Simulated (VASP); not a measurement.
# Pb (P6_3/mmc) in VASP: notebook, part 2 of 2

VASP 6.6.1.

## (4) Single point, r2SCAN (strain -0.025 along x and y, -0.050 along z)

POSCAR

```
Pb
1.0
    3.3930006733      0.0000000000      0.0000000000
   -1.6965003367      2.9384247781      0.0000000000
    0.0000000000      0.0000000000      5.3105000000
Pb
2
Direct
    0.3333333333      0.6666666667      0.2500000000
    0.6666666667      0.3333333333      0.7500000000
```

INCAR.step1

```
SYSTEM = Pb
PREC     = Accurate       ! precision mode
ENCUT    = 520            ! plane-wave cutoff, eV
ISMEAR   = 0              ! smearing method
SIGMA    = 0.15           ! smearing width, eV
LREAL    = .False.        ! projectors in reciprocal space
LASPH    = .True.         ! aspherical terms in the spheres
NELM     = 100            ! most SCF steps
NBANDS   = 21             ! bands
GGA      = PE             ! functional
ALGO     = Normal         ! electronic algorithm
EDIFF    = 1E-4           ! SCF threshold, eV
LWAVE    = .True.         ! write WAVECAR
LCHARG   = .False.        ! write CHGCAR
```

INCAR.step2

```
SYSTEM = Pb
PREC     = Accurate       ! precision mode
ENCUT    = 520            ! plane-wave cutoff, eV
EDIFF    = 1E-7           ! SCF threshold, eV
ISMEAR   = 0              ! smearing method
SIGMA    = 0.15           ! smearing width, eV
LREAL    = .False.        ! projectors in reciprocal space
LASPH    = .True.         ! aspherical terms in the spheres
NELM     = 100            ! most SCF steps
ALGO     = Normal         ! electronic algorithm
ISIF     = 2              ! what is computed and relaxed
LWAVE    = .False.        ! write WAVECAR
LCHARG   = .False.        ! write CHGCAR
METAGGA  = R2SCAN         ! meta-GGA
LMIXTAU  = .True.       
NBANDS   = 21             ! bands
ISTART   = 1
```

KPOINTS

```
regular mesh
0
Gamma
  18 18 10
  0 0 0
```

Potentials or basis: VASP PAW PBE potentials, release 64 (Pb_d).

Started as:

```bash
$ cat potpaw_PBE.64/Pb_d/POTCAR > POTCAR
$ cp INCAR.step1 INCAR
$ mpirun -np 1 vasp_std > vasp.out
$ cp INCAR.step2 INCAR
$ mpirun -np 1 vasp_std > vasp.out
```

OUTCAR:

```text
SYSTEM = Pb
   PREC = Accurate
   ENCUT = 520
   EDIFF = 1E-7
   ISMEAR = 0
   LREAL = .False.
   LASPH = .True.
   NELM = 100
   ISIF = 2
   METAGGA = R2SCAN
   ISTART = 1

 ion  position               nearest neighbor table
   1  0.333  0.667  0.250-   2 3.30   2 3.30   2 3.30   2 3.30   2 3.30   2 3.30
   2  0.667  0.333  0.750-   1 3.30   1 3.30   1 3.30   1 3.30   1 3.30   1 3.30

  LATTYP: Found a hexagonal cell.
 ALAT       =     3.3930006733
 C/A-ratio  =     1.5651337890

  Lattice vectors:

 A1 = (   3.3930006733,   0.0000000000,   0.0000000000)
 A2 = (  -1.6965003367,   2.9384247781,   0.0000000000)
 A3 = (   0.0000000000,   0.0000000000,   5.3105000000)

Analysis of symmetry for initial positions (statically):
=====================================================================
 Subroutine PRICEL returns:
 Original cell was already a primitive cell.

 Routine SETGRP: Setting up the symmetry group for a
 hexagonal supercell.

 Subroutine GETGRP returns: Found 24 space group operations
 (whereof 12 operations were pure point group operations)
 out of a pool of 24 trial point group operations.

[... 156 lines left out ...]

 Free energy of the ion-electron system (eV)
  ---------------------------------------------------
  ext. energy  EPLUGINS =         0.00000000
  ---------------------------------------------------
  free energy    TOTEN  =      -112.25935014 eV

  energy without entropy =     -112.24988554  energy(sigma->0) =     -112.25461784

 E-fermi :   8.8723     XC(G=0): -11.6864

 val. band max:        8.8657799362   @ k =   0.3333   0.1111   0.2000
 cond. band min:       8.8896827695   @ k =   0.0556   0.0556   0.4000
 fundamental gap:      0.0239028333
 Fermi energy:         8.8723158335

 k-point     1 :       0.0000    0.0000    0.0000
  band No.  band energies     occupation
      1      -9.1073      2.00000
      2      -8.9849      2.00000
      3      -8.9825      2.00000
      4      -8.9825      2.00000
      5      -8.9418      2.00000
      6      -8.9418      2.00000
[... 565 lines left out ...]
     20      17.2845      0.00000
     21      22.5429      0.00000

 [... further k-points ...]
[... 5 lines left out ...]
  --------------------------------------------------------------------------------------
  -------------------------------------------------------------------------------------
  Total        3.0074165      3.0074165      4.1121044     -0.0000000      0.0000000      0.0000000
  in kB       91.0060414     91.0060414    124.4344932     -0.0000000      0.0000000      0.0000000
  external PRESSURE =     102.1488586 kB  Pullay stress =       0.0000000 kB

 VOLUME and BASIS-vectors are now :
 -----------------------------------------------------------------------------
  energy-cutoff  :      520.00
  volume of cell :       52.95
      direct lattice vectors                 reciprocal lattice vectors
     3.393000673  0.000000000  0.000000000     0.294724374  0.170159197  0.000000000
    -1.696500337  2.938424778  0.000000000     0.000000000  0.340318394  0.000000000
     0.000000000  0.000000000  5.310500000     0.000000000  0.000000000  0.188306186

 POSITION                                       TOTAL-FORCE (eV/Angst)
 -----------------------------------------------------------------------------------
     -0.00000      1.95895      1.32763        -0.000000      0.000000      0.000000
      1.69650      0.97947      3.98287         0.000000     -0.000000      0.000000
 -----------------------------------------------------------------------------------
    total drift:                               -0.000000      0.000000     -0.000000

  FREE ENERGIE OF THE ION-ELECTRON SYSTEM (eV)
  ---------------------------------------------------
  free  energy   TOTEN  =      -112.2593501434 eV

  energy  without entropy=     -112.2498855375  energy(sigma->0) =     -112.25461784
```

OSZICAR.step1:

```text
N       E                     dE             d eps       ncg     rms          rms(c)
DAV:   1     0.297295402112E+03    0.29730E+03   -0.14443E+04  9332   0.172E+03
DAV:   2     0.141294800279E+02   -0.28317E+03   -0.27669E+03  9409   0.418E+02
DAV:   3    -0.616588949613E+01   -0.20295E+02   -0.20094E+02 11357   0.138E+02
DAV:   4    -0.676702841551E+01   -0.60114E+00   -0.60091E+00 11268   0.261E+01
DAV:   5    -0.679592340026E+01   -0.28895E-01   -0.28894E-01 12833   0.527E+00    0.987E-01
DAV:   6    -0.676737438070E+01    0.28549E-01   -0.45340E-02 13228   0.306E+00    0.473E-01
DAV:   7    -0.675875815006E+01    0.86162E-02   -0.16933E-02 13034   0.186E+00    0.127E-01
DAV:   8    -0.675822750183E+01    0.53065E-03   -0.12018E-03 12599   0.440E-01    0.117E-02
DAV:   9    -0.675822903266E+01   -0.15308E-05   -0.22747E-05  6567   0.739E-02
   1 F= -.67582290E+01 E0= -.67532860E+01  d E =-.988609E-02
```

It took 10 min on 1 thread of Intel Xeon Platinum 8488C (Sapphire Rapids), shared host; peak memory 0.33 GiB.

Results:

```yaml
Free_energy: -112.2594 eV
Pressure: 10.2 GPa
Band_gap_on_the_k_mesh: zero (bands 14 and 15 overlap by 8.79 eV)
```

Stress tensor (GPa, compression positive):
```
 9.10  0.00  0.00
 0.00  9.10  0.00
 0.00  0.00 12.44
```

Levels at points of the mesh, in eV from the Fermi level:
```csv
k point,band 11,band 12,band 13,band 14,band 15,band 16,band 17,band 18
"(0.00, 0.00, 0.00)",-13.37,-8.16,-5.02,6.04,6.04,8.39,8.39,9.61
"(0.50, 0.00, 0.00)",-9.14,-7.68,-2.98,-1.46,-0.75,1.87,2.03,6.65
"(0.00, 0.00, 0.50)",-11.80,-11.80,1.69,1.69,7.16,7.16,7.16,7.16
"(0.50, 0.00, 0.50)",-7.99,-7.99,-4.52,-4.52,3.69,3.69,4.53,4.53
```

Caveat: the cell differs from its parent crystal (strain -0.025 along x and y, -0.050 along z); the cell stands under pressure; the PAW data sets were made with another functional, which shifts forces and pressure a little; spin-orbit coupling is left out, which moves the levels of the heavy elements.

## (5) Single point, r2SCAN (strain -0.050 along x and y, +0.025 along z)

POSCAR

```
Pb
1.0
    3.3060006560      0.0000000000      0.0000000000
   -1.6530003280      2.8630805531      0.0000000000
    0.0000000000      0.0000000000      5.7297500000
Pb
2
Direct
    0.3333333333      0.6666666667      0.2500000000
    0.6666666667      0.3333333333      0.7500000000
```

INCAR.step1

```
SYSTEM = Pb
PREC = Accurate
ENCUT = 520
ISMEAR = 0
SIGMA = 0.15
LREAL = .FALSE.
LASPH = .TRUE.
NELM = 100
NBANDS = 21
GGA = PE
ALGO = Normal
EDIFF = 1E-4
LWAVE = .TRUE.
LCHARG = .FALSE.
```

INCAR.step2

```
SYSTEM = Pb
PREC = Accurate
ENCUT = 520
EDIFF = 1E-6
ISMEAR = 0
SIGMA = 0.15
LREAL = .FALSE.
LASPH = .TRUE.
NELM = 100
ALGO = Normal
ISIF = 2
LWAVE = .FALSE.
LCHARG = .FALSE.
METAGGA = R2SCAN
LMIXTAU = .TRUE.
NBANDS = 21
ISTART = 1
```

KPOINTS

```
regular mesh
0
G
  18 18 10
  0 0 0
```

Started as:

```bash
$ cat potpaw_PBE.64/Pb_d/POTCAR > POTCAR
$ cp INCAR.step1 INCAR
$ mpirun -np 1 vasp_std > vasp.out
$ cp INCAR.step2 INCAR
$ mpirun -np 1 vasp_std > vasp.out
```

It took 9.1 min on 1 thread of Intel Xeon Platinum 8488C (Sapphire Rapids), shared host; peak memory 0.33 GiB.

It converged, with:

* Free energy: -112.3455 eV
* Pressure: 8.3 GPa
* Band gap on the k mesh: zero (bands 14 and 15 overlap by 9.60 eV)

Stress tensor (GPa, compression positive):
```
9.56 0.00 0.00
0.00 9.56 0.00
0.00 0.00 5.78
```

Levels at points of the mesh, in eV from the Fermi level:
```tsv
k point	band 12	band 13	band 14	band 15	band 16	band 17
(0.00, 0.00, 0.00)	-9.24	-5.15	7.26	7.26	7.39	9.19
(0.50, 0.00, 0.00)	-7.40	-3.53	-2.28	-0.68	1.89	2.77
(0.00, 0.00, 0.50)	-11.89	0.18	0.18	8.15	8.15	8.15
(0.50, 0.00, 0.50)	-7.76	-4.43	-4.43	3.62	3.62	4.21
```

Caveat: the cell differs from its parent crystal (strain -0.050 along x and y, +0.025 along z); the cell stands under pressure; the PAW data sets were made with another functional, which shifts forces and pressure a little; spin-orbit coupling is left out, which moves the levels of the heavy elements.

## (6) Single point, r2SCAN (strain -0.025 along x and y, -0.025 along z)

POSCAR

```
Pb
1.0
    3.3930006733      0.0000000000      0.0000000000
   -1.6965003367      2.9384247781      0.0000000000
    0.0000000000      0.0000000000      5.4502500000
Pb
2
Direct
    0.3333333333      0.6666666667      0.2500000000
    0.6666666667      0.3333333333      0.7500000000
```

INCAR.step1

```
PREC = Accurate ; ENCUT = 520
ISMEAR = 0 ; SIGMA = 0.15
LREAL = False ; LASPH = True
NELM = 60 ; NBANDS = 21
GGA = PE ; ALGO = Normal
EDIFF = 1E-4 ; LWAVE = True
LCHARG = False
```

INCAR.step2

```
PREC = Accurate ; ENCUT = 520
EDIFF = 1E-6 ; ISMEAR = 0
SIGMA = 0.15 ; LREAL = False
LASPH = True ; NELM = 60
ALGO = Normal ; ISIF = 2
LWAVE = False ; LCHARG = False
METAGGA = R2SCAN ; LMIXTAU = True
NBANDS = 21 ; ISTART = 1
```

KPOINTS

```
regular mesh
0
Gamma
  18 18 10
```

Potentials or basis: VASP PAW PBE potentials, release 64 (Pb_d).

Started as:

```bash
$ cat potpaw_PBE.64/Pb_d/POTCAR > POTCAR
$ cp INCAR.step1 INCAR
$ mpirun -np 1 vasp_std > vasp.out
$ cp INCAR.step2 INCAR
$ mpirun -np 1 vasp_std > vasp.out
```

Run time: 7.1 min. Hardware: 1 thread of Intel Xeon Platinum 8488C (Sapphire Rapids), shared host; peak memory 0.33 GiB.

The run converged. Its results:

```yaml
Free_energy: -112.3561 eV
Pressure: 8.0 GPa
Band_gap_on_the_k_mesh: zero (bands 14 and 15 overlap by 8.86 eV)
```

Stress tensor (GPa, compression positive):
```
7.22 0.00 0.00
0.00 7.22 0.00
0.00 0.00 9.64
```

Levels at points of the mesh, in eV from the Fermi level:
| k point | band 11 | band 12 | band 13 | band 14 | band 15 | band 16 | band 17 | band 18 |
| --- | --- | --- | --- | --- | --- | --- | --- | --- |
| (0.00, 0.00, 0.00) | -13.09 | -8.37 | -4.89 | 6.29 | 6.29 | 8.48 | 8.48 | 9.27 |
| (0.50, 0.00, 0.00) | -8.91 | -7.51 | -3.05 | -1.58 | -0.65 | 2.03 | 2.14 | 6.52 |
| (0.00, 0.00, 0.50) | -11.62 | -11.62 | 1.30 | 1.30 | 7.33 | 7.33 | 7.33 | 7.33 |
| (0.50, 0.00, 0.50) | -7.86 | -7.86 | -4.33 | -4.33 | 3.82 | 3.82 | 4.28 | 4.28 |

Caveat: the cell differs from its parent crystal (strain -0.025 along x and y, -0.025 along z); the cell stands under pressure; the PAW data sets were made with another functional, which shifts forces and pressure a little; spin-orbit coupling is left out, which moves the levels of the heavy elements.

## (7) The runs side by side

| cell | gap on the mesh (eV) | pressure (GPa) |
| --- | --- | --- |
| a = 3.306, b = 3.306, c = 5.870 Å, angles 90.0, 90.0, 120.0°, 2 atoms | none | 6.7 |
| a = 3.480, b = 3.480, c = 5.311 Å, angles 90.0, 90.0, 120.0°, 2 atoms | none | 6.3 |
| a = 3.393, b = 3.393, c = 5.311 Å, angles 90.0, 90.0, 120.0°, 2 atoms | none | 10.2 |
| a = 3.306, b = 3.306, c = 5.730 Å, angles 90.0, 90.0, 120.0°, 2 atoms | none | 8.3 |
| a = 3.393, b = 3.393, c = 5.450 Å, angles 90.0, 90.0, 120.0°, 2 atoms | none | 8.0 |

Alike in all rows: task single point; level r2SCAN; potentials or basis VASP PAW PBE potentials, release 64 (Pb_d); no spin polarisation; k mesh 18 × 18 × 10; cutoff (eV) 520; smearing gaussian 0.15 eV.

Caveats: the PAW data sets were made with another functional, which shifts forces and pressure a little; spin-orbit coupling is left out, which moves the levels of the heavy elements; the cell stands under pressure (at least some runs); the stress differs along the axes, from 3 to 8 GPa (at least some runs).

Absolute energies hang on the potentials; compare differences alone.

The gap in the log of VASP goes by the Fermi energy; the results here count the filled bands.